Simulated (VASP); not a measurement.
# Hg (C2/m) in VASP: a series of runs, part 2 of 2

VASP 6.6.1. Earlier steps stand in the parts before.

### 4 Single point, PBE (strained)

Input file INCAR:

```
SYSTEM = Hg
  ALGO = Fast
  EDIFF = 1E-7
  ENCUT = 520
  GGA = PE
  ISIF = 2
  ISMEAR = 0
  LASPH = .True.
  LCHARG = .True.
  LELF = .True.
  LREAL = .False.
  LVHAR = .True.
  LWAVE = .False.
  NBANDS = 12
  NELM = 60
  PREC = Accurate
  SIGMA = 0.1
```

Input file KPOINTS:

```
k-points
0
Gamma
  14 14 14
  0 0 0
```

Input file POSCAR:

```
Hg
1.0
    2.2398069522     -1.9787336506     -0.0482315478
    2.2398069522      1.9787336506     -0.0482315478
   -0.4152746657      0.0000000000      2.8190408478
Hg
1
Direct
    0.5000000000      0.5000000000      0.5000000000
```

Potentials or basis: VASP PAW PBE potentials, release 64 (Hg).

Launch:

```bash
$ cat potpaw_PBE.64/Hg/POTCAR > POTCAR
$ mpirun -np 1 vasp_std > vasp.out
```

OUTCAR:

```text
SYSTEM = Hg
   EDIFF = 1E-7
   ENCUT = 520
   GGA = PE
   ISIF = 2
   ISMEAR = 0
   LASPH = .True.
   LREAL = .False.
   NELM = 60
   PREC = Accurate

 ion  position               nearest neighbor table
   1  0.500  0.500  0.500-

  LATTYP: Found a base centered monoclinic cell.
 ALAT       =     4.4806523924
 B/A-ratio  =     0.8832346173
 C/A-ratio  =     0.6359484336
 COS(beta)  =    -0.1670029948

  Lattice vectors:

 A1 = (   2.2398069522,  -1.9787336506,  -0.0482315478)
 A2 = (   2.2398069522,   1.9787336506,  -0.0482315478)
 A3 = (  -0.4152746657,   0.0000000000,   2.8190408478)

Analysis of symmetry for initial positions (statically):
=====================================================================
 Subroutine PRICEL returns:
 Original cell was already a primitive cell.

 Routine SETGRP: Setting up the symmetry group for a
 base centered monoclinic supercell.

 Subroutine GETGRP returns: Found  4 space group operations
 (whereof  4 operations were pure point group operations)
 out of a pool of  4 trial point group operations.

The static configuration has the point symmetry C_2h.

Analysis of symmetry for dynamics (positions and initial velocities):
=====================================================================
 Subroutine PRICEL returns:
 Original cell was already a primitive cell.

 Routine SETGRP: Setting up the symmetry group for a
 base centered monoclinic supercell.

 Subroutine GETGRP returns: Found  4 space group operations
 (whereof  4 operations were pure point group operations)
 out of a pool of  4 trial point group operations.

The dynamic configuration has the point symmetry C_2h.

 Subroutine INISYM returns: Found  4 space group operations
 (whereof  4 operations are pure point group operations),
 and found     1 'primitive' translations

----------------------------------------------------------------------------------------

                                     Primitive cell

  volume of cell :      24.9086

  direct lattice vectors                    reciprocal lattice vectors
     2.239806952 -1.978733651 -0.048231548     0.223943910 -0.252686864  0.032989317
     2.239806952  1.978733651 -0.048231548     0.223943910  0.252686864  0.032989317
    -0.415274666  0.000000000  2.819040848     0.007663005  0.000000000  0.355859424

  length of vectors
     2.989054754  2.989054754  2.849463871     0.339248907  0.339248907  0.355941921

  position of ions in fractional coordinates (direct lattice)
     0.500000000  0.500000000  0.500000000

  ion indices of the primitive-cell ions
   primitive index   ion index
                 1           1

----------------------------------------------------------------------------------------

 KPOINTS: k-points

Automatic generation of k-mesh.
 Grid dimensions read from file:
 generate k-points for:   14   14   14

 Generating k-lattice:

  Cartesian coordinates                     Fractional coordinates (reciprocal lattice)
     0.015995994 -0.018049062  0.002356380     0.071428571  0.000000000  0.000000000
     0.015995994  0.018049062  0.002356380     0.000000000  0.071428571  0.000000000
     0.000547357  0.000000000  0.025418530    -0.000000000 -0.000000000  0.071428571

  Length of vectors
     0.024232065  0.024232065  0.025424423

  Shift w.r.t. Gamma in fractional coordinates (k-lattice)
     0.000000000  0.000000000  0.000000000

 Subroutine IBZKPT returns following result:
 ===========================================

 Found    744 irreducible k-points:

 Following reciprocal coordinates:
            Coordinates               Weight
  0.000000  0.000000  0.000000      1.000000
  0.071429 -0.000000 -0.000000      4.000000
  0.142857 -0.000000  0.000000      4.000000
  0.214286 -0.000000  0.000000      4.000000
  0.285714  0.000000 -0.000000      4.000000
  0.357143  0.000000  0.000000      4.000000
[... 16 lines left out ...]
  0.214286  0.142857 -0.000000      4.000000
  0.285714  0.142857  0.000000      4.000000
 [... further k-points ...]
   k-points           NKPTS =    744   k-points in BZ     NKDIM =    744   number of bands    NBANDS=     12
   number of dos      NEDOS =    301   number of ions     NIONS =      1
   total plane-waves  NPLWV =  13824
   dimension x,y,z NGX =    24 NGY =   24 NGZ =   24
   dimension x,y,z NGXF=    48 NGYF=   48 NGZF=   48
   ions per type =               1
   NGX,Y,Z   is equivalent  to a cutoff of  13.35, 13.35, 14.00 a.u.
   NGXF,Y,Z  is equivalent  to a cutoff of  26.70, 26.70, 28.00 a.u.
 SYSTEM =  Hg
   PREC   = accura    normal or accurate (medium, high low for compatibility)
   ISTART =      0    job   : 0-new  1-cont  2-samecut
   ICHARG =      2    charge: 1-file 2-atom 10-const
   ISPIN  =      1    spin polarized calculation?
   LNONCOLLINEAR =      F non collinear calculations
   LSORBIT =      F    spin-orbit coupling
   LASPH  =      T    aspherical Exc in radial PAW
   ENCUT  =  520.0 eV  38.22 Ry    6.18 a.u.   5.56  5.56  5.30*2*pi/ulx,y,z
   NELM   =     60;   NELMIN=  2; NELMDL= -5     # of ELM steps
   EDIFF  = 0.1E-06   stopping-criterion for ELM
   LREAL  =      F    real-space projection
   EDIFFG = 0.1E-05   stopping-criterion for IOM
   NSW    =      0    number of steps for IOM
   IBRION =     -1    ionic relax: 0-MD 1-quasi-New 2-CG
   NFREE  =      0    steps in history (QN), initial steepest desc. (CG)
   ISIF   =      2    stress and relaxation
   ISYM   =      2    0-nonsym 1-usesym 2-fastsym
   POTIM  = 0.5000    time-step for ionic-motion
   TEBEG  =    0.0;   TEEND  =   0.0 temperature during run
   PSTRESS=    0.0 pullay stress
   NELECT =      12.0000    total number of electrons
   NUPDOWN=      -1.0000    fix difference up-down
   EMIN   =  10.00;   EMAX   =-10.00  energy-range for DOS
   EFERMI =   0.00;   METHOD = LEGACY
   ISMEAR =     0;   SIGMA  =   0.10  broadening in eV -4-tet -1-fermi 0-gaus
   EFERMI_NEDOS =   21; number of points for ismear=-14 and -15
   IALGO  =     68    algorithm
   IMIX   =      4    mixing-type and parameters
     AMIX     =   0.40;   BMIX     =  1.00
     AMIX_MAG =   1.60;   BMIX_MAG =  1.00
  volume/ion in A,a.u.               =      24.91       168.09
  Fermi-wavevector in a.u.,A,eV,Ry     =   1.283371  2.425219 22.409342  1.647040
  Thomas-Fermi vector in A             =   2.415627
   LORBIT       =      0    0 simple, 1 ext, 2 COOP (PROOUT), +10 PAW based schemes
   GGA     = PE    functional components
   LHFCALC =     F    Hartree Fock is set to
   AEXX    =    0.0000 exact exchange contribution
   IVDW    =     0    specifies the selected vdW correction
   LEPSILON=     F    determine dielectric tensor
   LRPA    =     F    only Hartree local field effects (RPA)
 non-spin polarized calculation
 RMM-DIIS sequential band-by-band and
 Gauss-broadening in eV      SIGMA  =   0.10
  energy-cutoff  :      520.00
  volume of cell :       24.91
 maximum number of plane-waves:       686
 NGX is ok and might be reduce to    24
   NGX = 11   NGY = 11   NGZ = 11

 number of electron      11.9999998 magnetization

 Free energy of the ion-electron system (eV)
  ---------------------------------------------------
  ext. energy  EPLUGINS =         0.00000000
  ---------------------------------------------------
  free energy    TOTEN  =        -0.08950414 eV

  energy without entropy =       -0.08779855  energy(sigma->0) =       -0.08865135

 E-fermi :   2.4728     XC(G=0): -10.4823

 val. band max:        2.4673008024   @ k =   0.5000   0.1429   0.2143
 cond. band min:       2.4822526365   @ k =   0.4286   0.1429   0.0714
 fundamental gap:      0.0149518341
 Fermi energy:         2.4727996405

 k-point     1 :       0.0000    0.0000    0.0000
  band No.  band energies     occupation
      1      -6.5121      2.00000
      2      -5.8754      2.00000
      3      -5.6970      2.00000
      4      -3.6392      2.00000
      5      -3.5268      2.00000
      6      -3.4956      2.00000
      7      12.5637      0.00000
      8      12.6366      0.00000
      9      14.4214      0.00000
     10      16.8102      0.00000
     11      18.2631      0.00000
     12      19.6378      0.00000
[... 331 lines left out ...]
 k-point    24 :       0.2857    0.1429    0.0000
  band No.  band energies     occupation
      1      -5.9835      2.00000
      2      -5.1966      2.00000
      3      -4.4452      2.00000
      4      -3.8023      2.00000
      5      -3.7576      2.00000
      6      -3.5704      2.00000
      7       6.3140      0.00000
      8      12.1989      0.00000
      9      15.9010      0.00000
     10      16.6873      0.00000
     11      20.2066      0.00000
     12      21.5942      0.00000

 [... further k-points ...]
[... 5 lines left out ...]
  --------------------------------------------------------------------------------------
  -------------------------------------------------------------------------------------
  Total        0.8109732      0.6882903      1.2476371      0.0000000      0.0000000     -0.1486413
  in kB       52.1636098     44.2723736     80.2508070      0.0000000      0.0000000     -9.5609411
  external PRESSURE =      58.8955968 kB  Pullay stress =       0.0000000 kB

 VOLUME and BASIS-vectors are now :
 -----------------------------------------------------------------------------
  energy-cutoff  :      520.00
  volume of cell :       24.91
      direct lattice vectors                 reciprocal lattice vectors
     2.239806952 -1.978733651 -0.048231548     0.223943910 -0.252686864  0.032989317
     2.239806952  1.978733651 -0.048231548     0.223943910  0.252686864  0.032989317
    -0.415274666  0.000000000  2.819040848     0.007663005  0.000000000  0.355859424

 POSITION                                       TOTAL-FORCE (eV/Angst)
 -----------------------------------------------------------------------------------
      2.03217      0.00000      1.36129         0.000000      0.000000      0.000000
 -----------------------------------------------------------------------------------
    total drift:                               -0.000000     -0.000000     -0.000000

  FREE ENERGIE OF THE ION-ELECTRON SYSTEM (eV)
  ---------------------------------------------------
  free  energy   TOTEN  =        -0.0895041412 eV

  energy  without entropy=       -0.0877985533  energy(sigma->0) =       -0.08865135
```

OSZICAR:

```text
N       E                     dE             d eps       ncg     rms          rms(c)
DAV:   1     0.763609426730E+02    0.76361E+02   -0.64417E+03 18032   0.957E+02
DAV:   2     0.120882181922E+01   -0.75152E+02   -0.71170E+02 19572   0.234E+02
DAV:   3    -0.132074153838E+00   -0.13409E+01   -0.13393E+01 21188   0.346E+01
DAV:   4    -0.133541396174E+00   -0.14672E-02   -0.14672E-02 19440   0.119E+00
DAV:   5    -0.133543766460E+00   -0.23703E-05   -0.23703E-05 21084   0.453E-02    0.409E+00
RMM:   6    -0.933378141797E-01    0.40206E-01   -0.62877E-02 18026   0.247E+00    0.300E+00
RMM:   7    -0.897149911304E-01    0.36228E-02   -0.96428E-03 19003   0.836E-01    0.123E+00
RMM:   8    -0.894762892779E-01    0.23870E-03   -0.12793E-03 19762   0.481E-01    0.673E-02
RMM:   9    -0.894944513620E-01   -0.18162E-04   -0.65313E-05 20367   0.859E-02    0.343E-02
RMM:  10    -0.895045677285E-01   -0.10116E-04   -0.22343E-05 19470   0.620E-02    0.807E-03
RMM:  11    -0.895041238271E-01    0.44390E-06   -0.23544E-06 20593   0.156E-02    0.185E-03
RMM:  12    -0.895041411536E-01   -0.17327E-07   -0.14190E-07 15625   0.476E-03
   1 F= -.89504141E-01 E0= -.88651347E-01  d E =-.170559E-02
```

It took 3.3 min on 1 thread of AMD EPYC 9755, shared host; peak memory 0.28 GiB.

What came out:

```yaml
Free_energy: -0.0895 eV
Pressure: 5.9 GPa
Band_gap_on_the_k_mesh: zero (bands 6 and 7 overlap by 5.06 eV)
```

Caveat: the cell differs from its parent crystal (strained); the cell stands under pressure; spin-orbit coupling is left out, which moves the levels of the heavy elements.

### 5 Overview

```csv
cell,k mesh,further INCAR settings,gap on the mesh (eV),pressure (GPa)
"a = 4.709, b = 4.127, c = 3.131 Å, angles 90.0, 100.0, 90.0°, 2 atoms, atomic positions A",10 × 10 × 14,ALGO = Fast; EDIFF = 1e-07; NBANDS = 19,none,-0.1
"a = 4.756, b = 4.168, c = 3.162 Å, angles 90.0, 100.0, 90.0°, 2 atoms, atomic positions A",10 × 10 × 14,ALGO = Fast; EDIFF = 1e-07; NBANDS = 19,none,-0.4
"a = 2.989, b = 2.989, c = 2.849 Å, angles 97.2, 97.2, 82.9°, 1 atom, atomic positions B",14 × 14 × 14,ALGO = Fast; EDIFF = 1e-07; NBANDS = 12,none,5.9
```

Alike in all rows: task single point; level PBE; potentials or basis VASP PAW PBE potentials, release 64 (Hg); no spin polarisation; cutoff (eV) 520; smearing gaussian 0.1 eV.

Caveats: spin-orbit coupling is left out, which moves the levels of the heavy elements; the cell stands under pressure (at least some runs).

Total energies depend on the potentials used, so only differences within one code and one set of settings carry meaning.
